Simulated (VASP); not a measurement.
# WC in VASP: single point with PBEsol

Aim: the single point of WC with PBEsol.

Everything below comes from runs of VASP 6.6.1. Logs are shortened: lines on timing, memory, paths and dates and some standing lists are left out, and cuts for length are marked.

### 1 The cell of the first run

The cell holds a slab with vacuum, 20 atoms: a = 3.101 Å, b = 3.101 Å, c = 34.734 Å, α = 90.00°, β = 90.00°, γ = 90.00°.

### 2 Single point, PBEsol

INCAR

```
PREC     = Accurate       # precision mode
ENCUT    = 520            # plane-wave cutoff, eV
EDIFF    = 1E-6           # SCF threshold, eV
ISMEAR   = 0              # smearing method
SIGMA    = 0.1            # smearing width, eV
LREAL    = Auto         
LASPH    = T              # aspherical terms in the spheres
NELM     = 100            # most SCF steps
ALGO     = Normal         # electronic algorithm
ISIF     = 2              # what is computed and relaxed
LWAVE    = F              # write WAVECAR
LCHARG   = F              # write CHGCAR
LDIPOL   = T            
IDIPOL   = 3            
DIPOL    = 0.5 0.5 0.500
GGA      = PS             # functional
NBANDS   = 106            # bands
LUSENCCL = F
```

KPOINTS

```
Automatic mesh
0
Gamma
  10 10 1
```

POSCAR

```
WC
1.0
    2.1926840000     -2.1926840000      0.0000000000
    2.1926840000      2.1926840000      0.0000000000
    0.0000000000      0.0000000000     34.7341560000
W C
10 10
Direct
    0.0000000000      0.0000000000      0.2159257879
    0.5000000000      0.5000000000      0.2790533906
    0.0000000000      0.0000000000      0.3421809933
    0.5000000000      0.5000000000      0.4053085960
    0.0000000000      0.0000000000      0.4684361987
    0.5000000000      0.5000000000      0.5315638013
    0.0000000000      0.0000000000      0.5946914040
    0.5000000000      0.5000000000      0.6578190067
    0.0000000000      0.0000000000      0.7209466094
    0.5000000000      0.5000000000      0.7840742121
    0.0000000000      0.0000000000      0.2790533906
    0.5000000000      0.5000000000      0.2159257879
    0.0000000000      0.0000000000      0.4053085960
    0.5000000000      0.5000000000      0.3421809933
    0.0000000000      0.0000000000      0.5315638013
    0.5000000000      0.5000000000      0.4684361987
    0.0000000000      0.0000000000      0.6578190067
    0.5000000000      0.5000000000      0.5946914040
    0.0000000000      0.0000000000      0.7840742121
    0.5000000000      0.5000000000      0.7209466094
```

Potentials or basis: VASP PAW PBE potentials, release 64 (W_sv, C).

On the command line:

```sh
cat potpaw_PBE.64/W_sv/POTCAR potpaw_PBE.64/C/POTCAR > POTCAR
mpirun -np 1 vasp_std > vasp.out
```

OUTCAR:

```text
PREC = Accurate
   ENCUT = 520
   EDIFF = 1E-6
   ISMEAR = 0
   LREAL = Auto
   LASPH = T
   NELM = 100
   ISIF = 2
   GGA = PS

 ion  position               nearest neighbor table
   1  0.000  0.000  0.216-  12 2.19  12 2.19  12 2.19  12 2.19  11 2.19   2 3.10   2 3.10   2 3.10
                             2 3.10
   2  0.500  0.500  0.279-  11 2.19  11 2.19  11 2.19  11 2.19  14 2.19  12 2.19   3 3.10   3 3.10
                             1 3.10   3 3.10   1 3.10   1 3.10   3 3.10   1 3.10
   3  0.000  0.000  0.342-  14 2.19  14 2.19  14 2.19  14 2.19  11 2.19  13 2.19   4 3.10   4 3.10
                             2 3.10   4 3.10   2 3.10   2 3.10   4 3.10   2 3.10
   4  0.500  0.500  0.405-  13 2.19  13 2.19  13 2.19  13 2.19  16 2.19  14 2.19   5 3.10   5 3.10
                             3 3.10   5 3.10   3 3.10   3 3.10   5 3.10   3 3.10
   5  0.000  0.000  0.468-  15 2.19  16 2.19  16 2.19  16 2.19  16 2.19  13 2.19   6 3.10   6 3.10
                             6 3.10   6 3.10   4 3.10   4 3.10   4 3.10   4 3.10
   6  0.500  0.500  0.532-  16 2.19  15 2.19  15 2.19  15 2.19  15 2.19  18 2.19   5 3.10   5 3.10
                             5 3.10   5 3.10   7 3.10   7 3.10   7 3.10   7 3.10
   7  0.000  0.000  0.595-  18 2.19  18 2.19  18 2.19  18 2.19  15 2.19  17 2.19   8 3.10   8 3.10
                             6 3.10   8 3.10   6 3.10   6 3.10   8 3.10   6 3.10
   8  0.500  0.500  0.658-  17 2.19  17 2.19  17 2.19  17 2.19  20 2.19  18 2.19   9 3.10   9 3.10
                             7 3.10   9 3.10   7 3.10   7 3.10   9 3.10   7 3.10
   9  0.000  0.000  0.721-  20 2.19  20 2.19  20 2.19  20 2.19  17 2.19  19 2.19  10 3.10  10 3.10
                             8 3.10  10 3.10   8 3.10   8 3.10  10 3.10   8 3.10
  10  0.500  0.500  0.784-  19 2.19  19 2.19  19 2.19  19 2.19  20 2.19   9 3.10   9 3.10   9 3.10
                             9 3.10
  11  0.000  0.000  0.279-   2 2.19   2 2.19   2 2.19   2 2.19   3 2.19   1 2.19
  12  0.500  0.500  0.216-   1 2.19   1 2.19   1 2.19   1 2.19   2 2.19
  13  0.000  0.000  0.405-   4 2.19   4 2.19   4 2.19   4 2.19   5 2.19   3 2.19
  14  0.500  0.500  0.342-   3 2.19   3 2.19   3 2.19   3 2.19   4 2.19   2 2.19
  15  0.000  0.000  0.532-   5 2.19   6 2.19   6 2.19   6 2.19   6 2.19   7 2.19
  16  0.500  0.500  0.468-   6 2.19   5 2.19   5 2.19   5 2.19   5 2.19   4 2.19
  17  0.000  0.000  0.658-   8 2.19   8 2.19   8 2.19   8 2.19   9 2.19   7 2.19
  18  0.500  0.500  0.595-   7 2.19   7 2.19   7 2.19   7 2.19   8 2.19   6 2.19
  19  0.000  0.000  0.784-  10 2.19  10 2.19  10 2.19  10 2.19   9 2.19
  20  0.500  0.500  0.721-   9 2.19   9 2.19   9 2.19   9 2.19  10 2.19   8 2.19

  LATTYP: Found a simple tetragonal cell.
 ALAT       =     3.1009234508
 C/A-ratio  =    11.2012297469

  Lattice vectors:

 A1 = (   2.1926840000,  -2.1926840000,   0.0000000000)
 A2 = (   2.1926840000,   2.1926840000,   0.0000000000)
 A3 = (   0.0000000000,   0.0000000000,  34.7341560000)

Analysis of symmetry for initial positions (statically):
=====================================================================
 Subroutine PRICEL returns:
 Original cell was already a primitive cell.
[... 180 lines left out ...]
   LORBIT       =      0    0 simple, 1 ext, 2 COOP (PROOUT), +10 PAW based schemes
   GGA     = PS    functional components
   LHFCALC =     F    Hartree Fock is set to
   AEXX    =    0.0000 exact exchange contribution
   IVDW    =     0    specifies the selected vdW correction
   LEPSILON=     F    determine dielectric tensor
   LRPA    =     F    only Hartree local field effects (RPA)
 non-spin polarized calculation
 Gauss-broadening in eV      SIGMA  =   0.10
  energy-cutoff  :      520.00
  volume of cell :      333.99
 maximum number of plane-waves:      9072
 NGX is ok and might be reduce to    24
   NGX = 11   NGY = 11   NGZ =129

 dipolmoment           0.000000      0.000000     -0.000000 electrons x Angstroem

 number of electron     180.0000022 magnetization

 dipolmoment           0.000000      0.000000      0.000000 electrons x Angstroem

 Free energy of the ion-electron system (eV)
  ---------------------------------------------------
  ext. energy  EPLUGINS =         0.00000000
  ---------------------------------------------------
  free energy    TOTEN  =      -227.53858259 eV

  energy without entropy =     -227.49100223  energy(sigma->0) =     -227.51479241

 E-fermi :   6.1011     XC(G=0):  -9.3354

 val. band max:        6.0908777971   @ k =   0.1000   0.0000   0.0000
 cond. band min:       6.1107995026   @ k =   0.3000   0.0000   0.0000
 fundamental gap:      0.0199217055
 Fermi energy:         6.1011085353

 k-point     1 :       0.0000    0.0000    0.0000
  band No.  band energies     occupation
      1     -69.2596      2.00000
      2     -69.2567      2.00000
      3     -69.2524      2.00000
      4     -69.2341      2.00000
      5     -69.2104      2.00000
      6     -69.2070      2.00000
[... 2194 lines left out ...]
    101       8.2384      0.00000
    102       8.2384      0.00000
 [bands above 102 left out]

------------------------ aborting loop because EDIFF is reached ----------------------------------------

 vacuum level on the upper side and lower side of the slab       (xc-potential included)        -0.230        -0.230

  FORCE on cell =-STRESS in cart. coord.  units (eV):
  Direction    XX          YY          ZZ          XY          YZ          ZX
  --------------------------------------------------------------------------------------
  -------------------------------------------------------------------------------------
  Total      -20.6417667    -20.6417667    -14.6292990      0.0000000      0.0000000      0.0000000
  in kB      -99.0190162    -99.0190162    -70.1770741      0.0000000      0.0000000      0.0000000
  external PRESSURE =     -89.4050355 kB  Pullay stress =       0.0000000 kB

 VOLUME and BASIS-vectors are now :
 -----------------------------------------------------------------------------
  energy-cutoff  :      520.00
  volume of cell :      333.99
      direct lattice vectors                 reciprocal lattice vectors
     2.192684000 -2.192684000  0.000000000     0.228031034 -0.228031034  0.000000000
     2.192684000  2.192684000  0.000000000     0.228031034  0.228031034 -0.000000000
     0.000000000  0.000000000 34.734156000    -0.000000000  0.000000000  0.028790105

 POSITION                                       TOTAL-FORCE (eV/Angst)
 -----------------------------------------------------------------------------------
      0.00000      0.00000      7.50000        -0.000000      0.000000      3.246260
      2.19268      0.00000      9.69268         0.000000     -0.000000     -0.071866
      0.00000      0.00000     11.88537        -0.000000      0.000000      0.600702
      2.19268      0.00000     14.07805        -0.000000      0.000000     -0.429085
      0.00000      0.00000     16.27074        -0.000000      0.000000      0.271264
      2.19268      0.00000     18.46342         0.000000     -0.000000     -0.271264
[... 12 lines left out ...]
      0.00000      0.00000     27.23416        -0.000000      0.000000      1.432587
      2.19268      0.00000     25.04147         0.000000     -0.000000      1.677660
 -----------------------------------------------------------------------------------
    total drift:                               -0.000000     -0.000000      0.000000

  FREE ENERGIE OF THE ION-ELECTRON SYSTEM (eV)
  ---------------------------------------------------
  free  energy   TOTEN  =      -227.5385825903 eV

  energy  without entropy=     -227.4910022294  energy(sigma->0) =     -227.51479241

 vacuum level on the upper side and lower side of the slab        10.271        10.271
```

OSZICAR:

```text
N       E                     dE             d eps       ncg     rms          rms(c)
DAV:   1     0.239208174416E+04    0.23921E+04   -0.10535E+05  4660   0.180E+03
DAV:   2    -0.566166794506E+02   -0.24487E+04   -0.23881E+04  4840   0.570E+02
DAV:   3    -0.249610514693E+03   -0.19299E+03   -0.18640E+03  5398   0.151E+02
[... 30 lines left out ...]
DAV:  34    -0.227538575110E+03   -0.14858E-04   -0.13691E-05  4880   0.164E-02    0.813E-03
DAV:  35    -0.227538577236E+03   -0.21260E-05   -0.11421E-06  2992   0.423E-03    0.698E-03
DAV:  36    -0.227538579313E+03   -0.20769E-05   -0.21868E-07  2776   0.173E-03    0.640E-03
DAV:  37    -0.227538581822E+03   -0.25092E-05   -0.37521E-07  2736   0.314E-03    0.283E-03
DAV:  38    -0.227538582590E+03   -0.76866E-06   -0.17150E-07  2656   0.146E-03
   1 F= -.22753858E+03 E0= -.22751479E+03  d E =-.475804E-01
```

Run time: 12 min. Hardware: 1 × NVIDIA H100 80GB with 1 thread of Intel Xeon Platinum 8481C at 2.70GHz (Sapphire Rapids), shared host; peak memory 1.6 GiB.

What came out:

```
Free energy            : -227.5386 eV
Largest force          : 3.246 eV/Å
Band gap on the k mesh : zero (bands 90 and 91 overlap by 2.31 eV)
```

Forces on the atoms (eV/Å):
```
W    0.000  0.000  3.246
W    0.000  0.000 -0.072
W    0.000  0.000  0.601
W    0.000  0.000 -0.429
W    0.000  0.000  0.271
W    0.000  0.000 -0.271
W    0.000  0.000  0.429
W    0.000  0.000 -0.601
W    0.000  0.000  0.072
W    0.000  0.000 -3.246
C    0.000  0.000 -1.678
C    0.000  0.000 -1.433
C    0.000  0.000 -0.044
C    0.000  0.000  0.126
C    0.000  0.000  0.062
C    0.000  0.000 -0.062
C    0.000  0.000 -0.126
C    0.000  0.000  0.044
C    0.000  0.000  1.433
C    0.000  0.000  1.678
```

Levels at points of the mesh, in eV from the Fermi level:
```
           k point  band 87  band 88  band 89  band 90  band 91  band 92  band 93  band 94
(0.00, 0.00, 0.00)    -2.51    -2.24    -0.99    -0.94    -0.94    -0.92    -0.79    -0.74
(0.50, 0.00, 0.00)     0.44     0.44     0.82     0.82     0.91     0.91     0.96     0.96
(0.50, 0.50, 0.00)    -0.92    -0.92    -0.14    -0.14     0.64     0.64     0.91     0.91
```

Caveat: the PAW data sets were made with another functional, which shifts forces and pressure a little; spin-orbit coupling is left out, which moves the levels of the heavy elements.
